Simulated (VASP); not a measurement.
Wanted: the native input for a VASP 6.6.1 run.

| Quantity | Value |
| --- | --- |
| Task | single point |
| Functional | r2SCAN |
| Dispersion | D3(BJ) |
| Potentials or basis | VASP PAW PBE potentials, release 64 (H, O, C, S) |
| Cutoff | 520 eV |
| k mesh | 1 × 1 × 1 |
| Occupations | fermi-dirac, width 0.05 eV |
| Spin | no spin polarisation |
| Dipole correction | no |
| Further INCAR settings | LREAL = Auto; ALGO = Normal; EDIFF = 1e-07; NBANDS = 63 |

The system is H2CSO.

```
H O C S
1.0
     7.98173    0.00000    0.00000
     0.00000    7.98173    0.00000
     0.00000    0.00000    7.98173
H O C S
10 5 5 5
Direct
  0.00744 0.52341 0.42190
  0.03841 0.59233 0.37040
  0.57840 0.91152 0.73286
  0.50488 0.88278 0.68514
  0.17575 0.73612 0.06279
  0.15305 0.65252 0.09342
  0.14057 0.89496 0.56887
  0.20586 0.88696 0.50017
  0.81851 0.70829 0.71713
  0.83035 0.61360 0.73482
  0.21114 0.07059 0.86183
  0.55018 0.75903 0.04638
  0.89948 0.95166 0.07447
  0.72072 0.24046 0.79747
  0.41497 0.22966 0.55264
  0.26024 0.09678 0.99739
  0.51121 0.69539 0.17040
  0.85191 0.98109 0.21118
  0.76217 0.31462 0.92010
  0.36885 0.33167 0.64903
  0.34067 0.14783 0.16866
  0.47425 0.63602 0.35264
  0.79048 0.99953 0.40005
  0.80732 0.40139 0.08731
  0.32419 0.48525 0.75981
```

The input as run:

POSCAR

```
H2CSO
1.0
    7.9817290000      0.0000000000      0.0000000000
    0.0000000000      7.9817290000      0.0000000000
    0.0000000000      0.0000000000      7.9817290000
H O C S
10 5 5 5
Direct
    0.0074419966      0.5234078982      0.4219010693
    0.0384127299      0.5923278027      0.3703959380
    0.5783959841      0.9115192961      0.7328612635
    0.5048780784      0.8827786561      0.6851397736
    0.1757513942      0.7361187031      1.0627897790
    0.1530495460      0.6525152633      1.0934222397
    0.1405710467      0.8949564687      0.5688742376
    0.2058576531      0.8869632131      0.5001673196
    0.8185068674      0.7082926519      0.7171253246
    0.8303464074      0.6136013889      0.7348157273
    0.2111447282      0.0705862101     -0.1381655529
    0.5501815459      0.7590335377      0.0463809282
    0.8994792983      0.9516609747      0.0744700804
    0.7207210368      0.2404616844      0.7974713248
    0.4149727459      0.2296620193      0.5526371542
    0.2602443656      0.0967835415     -0.0026059517
    0.5112050284      0.6953881797      0.1704016761
    0.8519081517      0.9810906885      0.2111823140
    0.7621656912      0.3146185494      0.9201013966
    0.3688549185      0.3316699928      0.6490323087
    0.3406655375      0.1478251141      0.1686601988
    0.4742456177      0.6360150789      0.3526428923
    0.7904803583      0.9995328080      0.4000511669
    0.8073188153      0.4013917285      1.0873082762
    0.3241904104      0.4852457406      0.7598103118
```

INCAR.step1

```
SYSTEM = H2CSO
ALGO = Normal ; EDIFF = 1E-4
ENCUT = 520 ; GGA = PE
ISMEAR = -1 ; LASPH = .True.
LCHARG = .False. ; LREAL = Auto
LWAVE = .True. ; NBANDS = 63
NELM = 60 ; PREC = Accurate
SIGMA = 0.05
```

INCAR.step2

```
SYSTEM = H2CSO
ALGO = Normal ; EDIFF = 1E-7
ENCUT = 520 ; ISIF = 2
ISMEAR = -1 ; ISTART = 1
IVDW = 12 ; LASPH = .True.
LCHARG = .False. ; LMIXTAU = .True.
LREAL = Auto ; LWAVE = .False.
METAGGA = R2SCAN ; NBANDS = 63
NELM = 60 ; PREC = Accurate
SIGMA = 0.05 ; VDW_A1 = 0.49484001
VDW_A2 = 5.73083694 ; VDW_S6 = 1.0
VDW_S8 = 0.78981345
```

KPOINTS

```
k-points
0
Gamma
  1 1 1
  0 0 0
```

Potentials or basis: VASP PAW PBE potentials, release 64 (H, O, C, S).

Command:

```sh
$ cat potpaw_PBE.64/H/POTCAR potpaw_PBE.64/O/POTCAR potpaw_PBE.64/C/POTCAR potpaw_PBE.64/S/POTCAR > POTCAR
$ cp INCAR.step1 INCAR
$ mpirun -np 1 vasp_gam > vasp.out
$ cp INCAR.step2 INCAR
$ mpirun -np 1 vasp_gam > vasp.out
```

Results of the run:

```yaml
Pressure: -1.1 GPa
Largest_force: 2.291 eV/Å
Band_gap_on_the_k_mesh: 5.16 eV
Dispersion_energy_per_atom: -0.030 eV
```

Caveat: the k points lie up to 0.79 Å⁻¹ apart; the PAW data sets were made with another functional, which shifts forces and pressure a little.

Wall time 7.1 min on 1 thread of AMD EPYC 7R43 64-Core Processor (Zen 3), on a shared host, peak memory 0.5 GiB.
